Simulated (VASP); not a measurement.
# SiC (Imm2) in VASP: further runs

The runs below take SiC through single point, with r2SCAN.

Everything below comes from runs of VASP 6.6.1. Logs are shortened: lines on timing, memory, paths and dates and some standing lists are left out, and cuts for length are marked.

### 1 The cell of the first run

It takes space group Imm2 (No. 44, orthorhombic). Conventional cell: a = 2.849 Å, b = 3.311 Å, c = 4.356 Å, α = 90.00°, β = 90.00°, γ = 90.00°. Si (site symmetry mm2) has 4 C at 1.79 to 1.98 Å within 2.4 Å. C (site symmetry mm2) has 4 Si at 1.79 to 1.98 Å within 2.4 Å.

### 2 Single point, r2SCAN (strain -0.1500 x Voigt [0, 0, 0, 1, 0, 0])

Input file POSCAR:

```
SiC
1.0
    0.0000000000      2.0147841084      2.0147841084
    2.1781449820     -0.1633608736      2.1781449820
    2.1781449820      2.1781449820     -0.1633608736
Si C
1 1
Direct
    0.0000000000      0.0000000000      0.0000000000
    0.7500000000      0.7500000000      0.7500000000
```

Input file INCAR.step1:

```
SYSTEM = SiC
PREC = Accurate ; ENCUT = 520
ISMEAR = 0 ; SIGMA = 0.05
LREAL = .False. ; LASPH = .True.
NELM = 60 ; NBANDS = 11
GGA = PE ; ALGO = Normal
EDIFF = 1E-4 ; LWAVE = .True.
LCHARG = .False.
```

Input file INCAR.step2:

```
SYSTEM = SiC
PREC = Accurate ; ENCUT = 520
EDIFF = 1E-6 ; ISMEAR = 0
SIGMA = 0.05 ; LREAL = .False.
LASPH = .True. ; NELM = 60
ALGO = Normal ; ISIF = 2
LWAVE = .False. ; LCHARG = .False.
METAGGA = R2SCAN ; LMIXTAU = .True.
NBANDS = 11 ; ISTART = 1
```

Input file KPOINTS:

```
Automatic mesh
0
Gamma
  10 10 10
  0 0 0
```

Potentials or basis: VASP PAW PBE potentials, release 64 (Si, C).

Command:

```sh
$ cat potpaw_PBE.64/Si/POTCAR potpaw_PBE.64/C/POTCAR > POTCAR
$ cp INCAR.step1 INCAR
$ mpirun -np 1 vasp_std > vasp.out
$ cp INCAR.step2 INCAR
$ mpirun -np 1 vasp_std > vasp.out
```

OUTCAR:

```text
SYSTEM = SiC
   PREC = Accurate
   ENCUT = 520
   EDIFF = 1E-6
   ISMEAR = 0
   LREAL = .False.
   LASPH = .True.
   NELM = 60
   ISIF = 2
   METAGGA = R2SCAN
   ISTART = 1

 ion  position               nearest neighbor table
   1  0.000  0.000  0.000-   2 1.79   2 1.79   2 1.98   2 1.98
   2  0.750  0.750  0.750-   1 1.79   1 1.79   1 1.98   1 1.98

  LATTYP: Found a body centered orthorhombic cell.
 ALAT       =     2.8493350114
 B/A-ratio  =     1.1621621621
 C/A-ratio  =     1.5288795269

  Lattice vectors:

 A1 = (  -2.1781449820,   0.1633608736,  -2.1781449820)
 A2 = (  -2.1781449820,  -0.1633608736,   2.1781449820)
 A3 = (   2.1781449820,   2.1781449820,  -0.1633608736)

Analysis of symmetry for initial positions (statically):
=====================================================================
 Subroutine PRICEL returns:
 Original cell was already a primitive cell.

 Routine SETGRP: Setting up the symmetry group for a
 body centered orthorhombic supercell.

 Subroutine GETGRP returns: Found  4 space group operations
 (whereof  4 operations were pure point group operations)
 out of a pool of  8 trial point group operations.

The static configuration has the point symmetry C_2v.

Analysis of symmetry for dynamics (positions and initial velocities):
=====================================================================
 Subroutine PRICEL returns:
 Original cell was already a primitive cell.

 Routine SETGRP: Setting up the symmetry group for a
 body centered orthorhombic supercell.

 Subroutine GETGRP returns: Found  4 space group operations
 (whereof  4 operations were pure point group operations)
 out of a pool of  8 trial point group operations.

The dynamic configuration has the point symmetry C_2v.

 Subroutine INISYM returns: Found  4 space group operations
 (whereof  4 operations are pure point group operations),
 and found     1 'primitive' translations

----------------------------------------------------------------------------------------

                                     Primitive cell

  volume of cell :      20.5514

  direct lattice vectors                    reciprocal lattice vectors
     0.000000000  2.014784108  2.014784108    -0.229553131  0.248165547  0.248165547
     2.178144982 -0.163360874  2.178144982     0.229553131 -0.213537796  0.213537796
     2.178144982  2.178144982 -0.163360874     0.229553131  0.213537796 -0.213537796

  length of vectors
     2.849335011  3.084690892  3.084690892     0.419364897  0.379330226  0.379330226

  position of ions in fractional coordinates (direct lattice)
     0.000000000  0.000000000  0.000000000
     0.750000000  0.750000000  0.750000000

  ion indices of the primitive-cell ions
   primitive index   ion index
                 1           1
                 2           2

----------------------------------------------------------------------------------------

 KPOINTS: Automatic mesh

Automatic generation of k-mesh.
 Grid dimensions read from file:
 generate k-points for:   10   10   10

 Generating k-lattice:

  Cartesian coordinates                     Fractional coordinates (reciprocal lattice)
    -0.022955313  0.024816555  0.024816555     0.100000000  0.000000000  0.000000000
     0.022955313 -0.021353780  0.021353780     0.000000000  0.100000000  0.000000000
     0.022955313  0.021353780 -0.021353780     0.000000000  0.000000000  0.100000000

  Length of vectors
     0.041936490  0.037933023  0.037933023

  Shift w.r.t. Gamma in fractional coordinates (k-lattice)
     0.000000000  0.000000000  0.000000000

 Subroutine IBZKPT returns following result:
 ===========================================

 Found    171 irreducible k-points:

 Following reciprocal coordinates:
            Coordinates               Weight
  0.000000  0.000000  0.000000      1.000000
  0.100000 -0.000000 -0.000000      4.000000
  0.200000 -0.000000 -0.000000      4.000000
  0.300000 -0.000000 -0.000000      4.000000
  0.400000 -0.000000 -0.000000      4.000000
  0.500000 -0.000000 -0.000000      2.000000
[... 16 lines left out ...]
 -0.400000  0.200000  0.000000      8.000000
 -0.300000  0.200000  0.000000      8.000000
 [... further k-points ...]
   k-points           NKPTS =    171   k-points in BZ     NKDIM =    171   number of bands    NBANDS=     11
   number of dos      NEDOS =    301   number of ions     NIONS =      2
   total plane-waves  NPLWV =  13824
   dimension x,y,z NGX =    24 NGY =   24 NGZ =   24
   dimension x,y,z NGXF=    48 NGYF=   48 NGZF=   48
   ions per type =               1   1
   NGX,Y,Z   is equivalent  to a cutoff of  14.00, 12.93, 12.93 a.u.
   NGXF,Y,Z  is equivalent  to a cutoff of  28.01, 25.87, 25.87 a.u.
 SYSTEM =  SiC
   PREC   = accura    normal or accurate (medium, high low for compatibility)
   ISTART =      1    job   : 0-new  1-cont  2-samecut
   ICHARG =      0    charge: 1-file 2-atom 10-const
   ISPIN  =      1    spin polarized calculation?
   LNONCOLLINEAR =      F non collinear calculations
   LSORBIT =      F    spin-orbit coupling
   LASPH  =      T    aspherical Exc in radial PAW
   ENCUT  =  520.0 eV  38.22 Ry    6.18 a.u.   5.30  5.74  5.74*2*pi/ulx,y,z
   NELM   =     60;   NELMIN=  2; NELMDL=  0     # of ELM steps
   EDIFF  = 0.1E-05   stopping-criterion for ELM
   LREAL  =      F    real-space projection
   EDIFFG = 0.1E-04   stopping-criterion for IOM
   NSW    =      0    number of steps for IOM
   IBRION =     -1    ionic relax: 0-MD 1-quasi-New 2-CG
   NFREE  =      0    steps in history (QN), initial steepest desc. (CG)
   ISIF   =      2    stress and relaxation
   ISYM   =      2    0-nonsym 1-usesym 2-fastsym
   POTIM  = 0.5000    time-step for ionic-motion
   TEBEG  =    0.0;   TEEND  =   0.0 temperature during run
   PSTRESS=    0.0 pullay stress
   NELECT =       8.0000    total number of electrons
   NUPDOWN=      -1.0000    fix difference up-down
   EMIN   =  10.00;   EMAX   =-10.00  energy-range for DOS
   EFERMI =   0.00;   METHOD = LEGACY
   ISMEAR =     0;   SIGMA  =   0.05  broadening in eV -4-tet -1-fermi 0-gaus
   EFERMI_NEDOS =   21; number of points for ismear=-14 and -15
   IALGO  =     38    algorithm
   IMIX   =      4    mixing-type and parameters
     AMIX     =   0.40;   BMIX     =  1.00
     AMIX_MAG =   1.60;   BMIX_MAG =  1.00
  volume/ion in A,a.u.               =      10.28        69.34
  Fermi-wavevector in a.u.,A,eV,Ry     =   1.195340  2.258864 19.440505  1.428837
  Thomas-Fermi vector in A             =   2.331307
   LORBIT       =      0    0 simple, 1 ext, 2 COOP (PROOUT), +10 PAW based schemes
   METAGGA = R2SCAN    functional components
   LHFCALC =     F    Hartree Fock is set to
   AEXX    =    0.0000 exact exchange contribution
   IVDW    =     0    specifies the selected vdW correction
   LEPSILON=     F    determine dielectric tensor
   LRPA    =     F    only Hartree local field effects (RPA)
 non-spin polarized calculation
 Gauss-broadening in eV      SIGMA  =   0.05
  energy-cutoff  :      520.00
  volume of cell :       20.55
 maximum number of plane-waves:       562
 NGX is ok and might be reduce to    24
   NGX = 11   NGY = 11   NGZ = 11

 number of electron       8.0000000 magnetization

 Free energy of the ion-electron system (eV)
  ---------------------------------------------------
  ext. energy  EPLUGINS =         0.00000000
  ---------------------------------------------------
  free energy    TOTEN  =       -18.90484923 eV

  energy without entropy =      -18.90484923  energy(sigma->0) =      -18.90484923

 E-fermi :   8.8483     XC(G=0): -11.9584

 val. band max:        8.5922719824   @ k =   0.0000   0.0000   0.0000
 cond. band min:       9.0888483927   @ k =   0.0000   0.5000   0.5000
 fundamental gap:      0.4965764103
 Fermi energy:         8.8482981184

 k-point     1 :       0.0000    0.0000    0.0000
  band No.  band energies     occupation
      1      -8.2275      2.00000
      2       7.6520      2.00000
      3       7.8441      2.00000
      4       8.5923      2.00000
      5      12.9209      0.00000
      6      14.2757      0.00000
      7      17.9479      0.00000
      8      18.2204      0.00000
      9      23.2614      0.00000
     10      23.7352      0.00000
     11      25.6988      0.00000

 k-point     2 :       0.1000   -0.0000   -0.0000
  band No.  band energies     occupation
      1      -7.9993      2.00000
      2       7.2790      2.00000
      3       7.4958      2.00000
      4       8.0369      2.00000
      5      13.1611      0.00000
      6      14.6610      0.00000
      7      17.5356      0.00000
      8      18.7688      0.00000
      9      22.0761      0.00000
     10      22.3571      0.00000
     11      25.5958      0.00000

 k-point     3 :       0.2000   -0.0000   -0.0000
  band No.  band energies     occupation
      1      -7.3243      2.00000
      2       5.3379      2.00000
      3       7.1643      2.00000
      4       7.4115      2.00000
      5      13.3974      0.00000
      6      15.3623      0.00000
      7      17.0858      0.00000
      8      19.1974      0.00000
      9      20.6901      0.00000
     10      22.1290      0.00000
     11      24.7131      0.00000
[... 267 lines left out ...]
 k-point    23 :      -0.4000    0.2000    0.0000
  band No.  band energies     occupation
      1      -3.7366      2.00000
      2       0.1774      2.00000
      3       3.8568      2.00000
      4       6.1642      2.00000
      5      13.0342      0.00000
      6      15.6962      0.00000
      7      17.5546      0.00000
      8      19.8432      0.00000
      9      23.0463      0.00000
     10      25.5852      0.00000
     11      28.2358      0.00000

 k-point    24 :      -0.3000    0.2000    0.0000
  band No.  band energies     occupation
      1      -4.9362      2.00000
      2       1.7607      2.00000
      3       3.7251      2.00000
      4       6.7270      2.00000
      5      13.8914      0.00000
      6      15.6417      0.00000
      7      17.4919      0.00000
      8      19.4868      0.00000
      9      22.7357      0.00000
     10      24.7735      0.00000
     11      27.9879      0.00000

 [... further k-points ...]

------------------------ aborting loop because EDIFF is reached ----------------------------------------

  FORCE on cell =-STRESS in cart. coord.  units (eV):
  Direction    XX          YY          ZZ          XY          YZ          ZX
  --------------------------------------------------------------------------------------
  -------------------------------------------------------------------------------------
  Total        0.3865958      1.0661980      1.0661980     -0.0000000      5.6283089      0.0000000
  in kB       30.1388812     83.1204565     83.1204565     -0.0000000    438.7811471      0.0000000
  external PRESSURE =      65.4599314 kB  Pullay stress =       0.0000000 kB

 VOLUME and BASIS-vectors are now :
 -----------------------------------------------------------------------------
  energy-cutoff  :      520.00
  volume of cell :       20.55
      direct lattice vectors                 reciprocal lattice vectors
     0.000000000  2.014784108  2.014784108    -0.229553131  0.248165547  0.248165547
     2.178144982 -0.163360874  2.178144982     0.229553131 -0.213537796  0.213537796
     2.178144982  2.178144982 -0.163360874     0.229553131  0.213537796 -0.213537796

 POSITION                                       TOTAL-FORCE (eV/Angst)
 -----------------------------------------------------------------------------------
      0.00000      0.00000      0.00000         1.233925     -0.000000     -0.000000
      3.26722      3.02218      3.02218        -1.233925      0.000000      0.000000
 -----------------------------------------------------------------------------------
    total drift:                                0.000298      0.000000      0.000001

  FREE ENERGIE OF THE ION-ELECTRON SYSTEM (eV)
  ---------------------------------------------------
  free  energy   TOTEN  =       -18.9048492348 eV

  energy  without entropy=      -18.9048492348  energy(sigma->0) =      -18.90484923
```

Run time: 93 s. Hardware: 1 thread of Intel Xeon 8259CL, shared host; peak memory 0.16 GiB.

What came out:

* Free energy: -18.9048 eV
* Pressure: 6.5 GPa
* Largest force: 1.234 eV/Å
* Band gap on the k mesh: 0.50 eV (least direct gap 3.05 eV)

Forces on the atoms (eV/Å):
```
Si   1.234  0.000  0.000
C   -1.234  0.000  0.000
```

Stress tensor (GPa, compression positive):
```
 3.01  0.00  0.00
 0.00  8.31 43.88
 0.00 43.88  8.31
```

Caveat: the cell differs from its parent crystal (strain -0.1500 x Voigt [0, 0, 0, 1, 0, 0]); the cell stands under pressure; the PAW data sets were made with another functional, which shifts forces and pressure a little. A k mesh can miss the band edges.

### 3 Single point, r2SCAN (strain +0.1125 x Voigt [0, 0, 0, 1, 0, 0])

Input file POSCAR:

```
SiC
1.0
    0.0000000000      2.3006656372      2.3006656372
    2.1781449820      0.1225206552      2.1781449820
    2.1781449820      2.1781449820      0.1225206552
Si C
1 1
Direct
    0.0000000000      0.0000000000      0.0000000000
    0.7500000000      0.7500000000      0.7500000000
```

Input file INCAR.step1:

```
PREC     = Accurate       # precision mode
ENCUT    = 520            # plane-wave cutoff, eV
ISMEAR   = 0              # smearing method
SIGMA    = 0.05           # smearing width, eV
LREAL    = False          # projectors in reciprocal space
LASPH    = True           # aspherical terms in the spheres
NELM     = 100            # most SCF steps
NBANDS   = 11             # bands
GGA      = PE             # functional
ALGO     = Normal         # electronic algorithm
EDIFF    = 1E-4           # SCF threshold, eV
LWAVE    = True           # write WAVECAR
LCHARG   = False          # write CHGCAR
```

Input file INCAR.step2:

```
PREC     = Accurate       # precision mode
ENCUT    = 520            # plane-wave cutoff, eV
EDIFF    = 1E-6           # SCF threshold, eV
ISMEAR   = 0              # smearing method
SIGMA    = 0.05           # smearing width, eV
LREAL    = False          # projectors in reciprocal space
LASPH    = True           # aspherical terms in the spheres
NELM     = 100            # most SCF steps
ALGO     = Normal         # electronic algorithm
ISIF     = 2              # what is computed and relaxed
LWAVE    = False          # write WAVECAR
LCHARG   = False          # write CHGCAR
METAGGA  = R2SCAN         # meta-GGA
LMIXTAU  = True         
NBANDS   = 11             # bands
ISTART   = 1
```

Input file KPOINTS:

```
Automatic mesh
0
Gamma
  10 10 10
```

Potentials or basis: VASP PAW PBE potentials, release 64 (Si, C).

Command:

```sh
$ cat potpaw_PBE.64/Si/POTCAR potpaw_PBE.64/C/POTCAR > POTCAR
$ cp INCAR.step1 INCAR
$ mpirun -np 1 vasp_std > vasp.out
$ cp INCAR.step2 INCAR
$ mpirun -np 1 vasp_std > vasp.out
```

Run time: 2.5 min. Hardware: 1 thread of Intel Xeon 8259CL, shared host; peak memory 0.16 GiB.

It converged, with:

* Free energy: -19.0916 eV
* Pressure: 3.6 GPa
* Largest force: 0.894 eV/Å
* Band gap on the k mesh: 0.91 eV (least direct gap 3.66 eV)

Forces in eV/Å, atoms in the order of the input:
```
Si  -0.894  0.000  0.000
C    0.894  0.000  0.000
```

Stress tensor (GPa, compression positive):
```
  1.59   0.00   0.00
  0.00   4.58 -32.55
  0.00 -32.55   4.58
```

Levels at points of the mesh, in eV from the valence-band top:
```
           k point  band 1  band 2  band 3  band 4  band 5  band 6  band 7  band 8
(0.00, 0.00, 0.00)  -16.62   -0.69   -0.50    0.00    5.06    6.22    8.96    9.08
(0.50, 0.00, 0.00)  -13.42   -9.32   -1.25   -1.02    6.02    7.65    8.65   10.84
(0.00, 0.50, 0.00)  -12.53   -9.10   -1.82   -1.77    4.73    6.39    7.52   10.36
(0.50, 0.50, 0.00)  -11.48   -8.41   -3.68   -3.68    1.34    4.48   13.63   14.58
(0.00, 0.50, 0.50)  -11.62   -8.44   -4.57   -2.75    0.91    5.11   14.74   15.10
```

Caveat: the cell differs from its parent crystal (strain +0.1125 x Voigt [0, 0, 0, 1, 0, 0]); the cell stands under pressure; the PAW data sets were made with another functional, which shifts forces and pressure a little.

### 4 Single point, r2SCAN (strain +0.1312 x Voigt [0, 0, 0, 1, 0, 0])

Input file POSCAR:

```
SiC
1.0
    0.0000000000      2.3210312928      2.3210312928
    2.1781449820      0.1428863108      2.1781449820
    2.1781449820      2.1781449820      0.1428863108
Si C
1 1
Direct
    0.0000000000      0.0000000000      0.0000000000
    0.7500000000      0.7500000000      0.7500000000
```

Input file INCAR.step1:

```
  PREC = Accurate
  ENCUT = 520
  ISMEAR = 0
  SIGMA = 0.05
  LREAL = False
  LASPH = True
  NELM = 80
  NBANDS = 11
  GGA = PE
  ALGO = Normal
  EDIFF = 1E-4
  LWAVE = True
  LCHARG = False
```

Input file INCAR.step2:

```
  PREC = Accurate
  ENCUT = 520
  EDIFF = 1E-7
  ISMEAR = 0
  SIGMA = 0.05
  LREAL = False
  LASPH = True
  NELM = 80
  ALGO = Normal
  ISIF = 2
  LWAVE = False
  LCHARG = False
  METAGGA = R2SCAN
  LMIXTAU = True
  NBANDS = 11
  ISTART = 1
```

KPOINTS is that of step 3.

Command:

```sh
$ cat potpaw_PBE.64/Si/POTCAR potpaw_PBE.64/C/POTCAR > POTCAR
$ cp INCAR.step1 INCAR
$ mpirun -np 1 vasp_std > vasp.out
$ cp INCAR.step2 INCAR
$ mpirun -np 1 vasp_std > vasp.out
```

Wall time 2.5 min (1 thread of Intel Xeon 8259CL, shared host); peak memory 0.16 GiB.

Results (log left out):

```
Free energy            : -19.0055 eV
Pressure               : 4.9 GPa
Largest force          : 1.059 eV/Å
Band gap on the k mesh : 0.71 eV (least direct gap 3.36 eV)
```

Forces on the atoms (eV/Å):
```
Si  -1.059  0.000  0.000
C    1.059  0.000  0.000
```

Stress tensor (GPa, compression positive):
```
  2.24   0.00   0.00
  0.00   6.30 -38.16
  0.00 -38.16   6.30
```

Levels at points of the mesh, in eV from the valence-band top:
| k point | band 1 | band 2 | band 3 | band 4 | band 5 | band 6 | band 7 | band 8 |
| --- | --- | --- | --- | --- | --- | --- | --- | --- |
| (0.00, 0.00, 0.00) | -16.72 | -0.81 | -0.62 | 0.00 | 4.69 | 5.95 | 9.15 | 9.35 |
| (0.50, 0.00, 0.00) | -13.58 | -9.41 | -1.29 | -1.00 | 5.89 | 7.73 | 8.82 | 10.79 |
| (0.00, 0.50, 0.00) | -12.55 | -9.16 | -1.95 | -1.87 | 4.51 | 6.18 | 7.45 | 10.27 |
| (0.50, 0.50, 0.00) | -11.56 | -8.48 | -3.75 | -3.74 | 1.27 | 4.42 | 13.31 | 14.44 |
| (0.00, 0.50, 0.50) | -11.75 | -8.52 | -4.78 | -2.65 | 0.71 | 5.25 | 14.70 | 15.10 |

Caveat: the cell differs from its parent crystal (strain +0.1312 x Voigt [0, 0, 0, 1, 0, 0]); the cell stands under pressure; the PAW data sets were made with another functional, which shifts forces and pressure a little. A k mesh can miss the band edges.

(Part 1 of 2 ends here.)
